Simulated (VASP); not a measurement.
Here is a VASP 6.6.1 calculation.

File INCAR:

```
SYSTEM = Si2W
ALGO = Normal ; EDIFF = 1E-6
ENCUT = 520 ; GGA = PE
ISIF = 2 ; ISMEAR = -1
LASPH = .True. ; LCHARG = .False.
LREAL = .False. ; LWAVE = .False.
NBANDS = 18 ; NELM = 60
PREC = Accurate ; SIGMA = 0.05
```

KPOINTS

```
k-points
0
Gamma
  20 20 20
  0 0 0
```

The input POSCAR:

```
Si2W
1.0
   -1.6280458460      1.6280458460      3.9664684080
    1.6280458460     -1.6280458460      3.9664684080
    1.6280458460      1.6280458460     -3.9664684080
Si W
2 1
Direct
    0.3349678444      0.3349678444      0.0000000000
    0.6650321556      0.6650321556      0.0000000000
    0.0000000000      0.0000000000      0.0000000000
```

Potentials or basis: VASP PAW PBE potentials, release 64 (Si, W_sv).

Command:

```bash
$ cat potpaw_PBE.64/Si/POTCAR potpaw_PBE.64/W_sv/POTCAR > POTCAR
$ mpirun -np 1 vasp_std > vasp.out
```

**Question.** Estimate the largest force.

**Answer.** 0.005 eV/Å.

**Question.** Estimate the band gap on the k mesh.

**Answer.** Zero (bands 11 and 12 overlap by 1.23 eV).

**Question.** Estimate the pressure.

**Answer.** -5.1 GPa.

Forces on the atoms (eV/Å):
```
Si   0.000  0.000  0.005
Si   0.000  0.000 -0.005
W    0.000  0.000  0.000
```

Caveat: the cell stands under tension; spin-orbit coupling is left out, which moves the levels of the heavy elements.
